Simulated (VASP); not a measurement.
Wanted: the native input for a VASP 6.6.1 run.

* Task: single point
* Functional: r2SCAN
* Potentials or basis: VASP PAW PBE potentials, release 64 (Rh_pv)
* Cutoff: 550 eV
* k mesh: 20 × 20 × 14
* Occupations: gaussian, width 0.1 eV
* Spin: no spin polarisation
* Dipole correction: no
* Further INCAR settings: ALGO = Normal; EDIFF = 1e-06; NBANDS = 22

Crystal: Rh.

```
CELL_PARAMETERS angstrom
1.86197 1.86197 0.00000
-1.86197 1.86197 0.00000
0.00000 0.00000 3.72394
ATOMIC_POSITIONS crystal
Rh 0.00000 0.00000 0.00000
Rh 0.50000 0.50000 0.50000
```

This cell differs from its parent crystal: equal strain along all axes, cell held: -2.0 %.

These files were run (other wordings do the same):

POSCAR

```
Rh
1.0
    1.8619722694      1.8619722694      0.0000000000
   -1.8619722694      1.8619722694      0.0000000000
    0.0000000000      0.0000000000      3.7239445389
Rh
2
Direct
    0.0000000000      0.0000000000      0.0000000000
    0.5000000000      0.5000000000      0.5000000000
```

INCAR.step1

```
ALGO = Normal ; EDIFF = 1E-5
ENCUT = 550 ; GGA = PE
GGA_COMPAT = F ; ISMEAR = 0
LASPH = T ; LCHARG = F
LREAL = F ; LWAVE = T
NBANDS = 22 ; NELM = 120
PREC = Accurate ; SIGMA = 0.1
```

INCAR.step2

```
ALGO = Normal ; EDIFF = 1E-6
ENCUT = 550 ; GGA_COMPAT = F
ISIF = 2 ; ISMEAR = 0
ISTART = 1 ; LASPH = T
LCHARG = F ; LMIXTAU = T
LREAL = F ; LWAVE = F
METAGGA = R2SCAN ; NBANDS = 22
NELM = 120 ; PREC = Accurate
SIGMA = 0.1
```

KPOINTS

```
k-points
0
Gamma
  20 20 14
```

Potentials or basis: VASP PAW PBE potentials, release 64 (Rh_pv).

Command:

```console
$ cat potpaw_PBE.64/Rh_pv/POTCAR > POTCAR
$ cp INCAR.step1 INCAR
$ mpirun -np 1 vasp_std > vasp.out
$ cp INCAR.step2 INCAR
$ mpirun -np 1 vasp_std > vasp.out
```

Results of the run:

```
Pressure               : 21.5 GPa
Band gap on the k mesh : zero (bands 15 and 16 overlap by 2.82 eV)
```

Caveat: the cell differs from its parent crystal (equal strain along all axes, cell held: -2.0 %); the cell stands under pressure; the PAW data sets were made with another functional, which shifts forces and pressure a little.

Wall time 5.3 min on 1 thread of Intel(R) Xeon(R) 6975P-C (Granite Rapids), on a shared host, peak memory 0.34 GiB.
